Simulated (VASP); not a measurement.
Input of a VASP 6.6.1 run:

The input POSCAR:

```
ZrS
1.0
    0.0000000000      2.6967951585      2.6967951585
    2.6967951585      0.0000000000      2.6967951585
    2.6967951585      2.6967951585      0.0000000000
Zr S
1 1
Direct
    0.0000000000      0.0000000000      0.0000000000
    0.5000000000      0.5000000000      0.5000000000
```

File INCAR.step1:

```
PREC = Accurate
ENCUT = 520
ISMEAR = 0
SIGMA = 0.1
LREAL = False
LASPH = True
NELM = 80
NBANDS = 16
GGA = PE
ALGO = Normal
EDIFF = 1E-4
LWAVE = True
LCHARG = False
```

Contents of INCAR.step2:

```
PREC = Accurate
ENCUT = 520
EDIFF = 1E-6
ISMEAR = 0
SIGMA = 0.1
LREAL = False
LASPH = True
NELM = 80
ALGO = Normal
ISIF = 2
LWAVE = False
LCHARG = True
METAGGA = R2SCAN
LMIXTAU = True
LELF = True
LVHAR = True
NBANDS = 16
ISTART = 1
```

Contents of KPOINTS:

```
regular mesh
0
Gamma
  14 14 14
```

Potentials or basis: VASP PAW PBE potentials, release 64 (Zr_sv, S).

Run with:

```bash
$ cat potpaw_PBE.64/Zr_sv/POTCAR potpaw_PBE.64/S/POTCAR > POTCAR
$ cp INCAR.step1 INCAR
$ mpirun -np 1 vasp_std > vasp.out
$ cp INCAR.step2 INCAR
$ mpirun -np 1 vasp_std > vasp.out
```

Task: Estimate the pressure.

Result: -10.8 GPa.

Task: Estimate the band gap on the k mesh.

Result: Zero (band 9 reaches 11.25 eV, above the bottom of band 10 at 8.70 eV).

Caveat: the PAW data sets were made with another functional, which shifts forces and pressure a little.
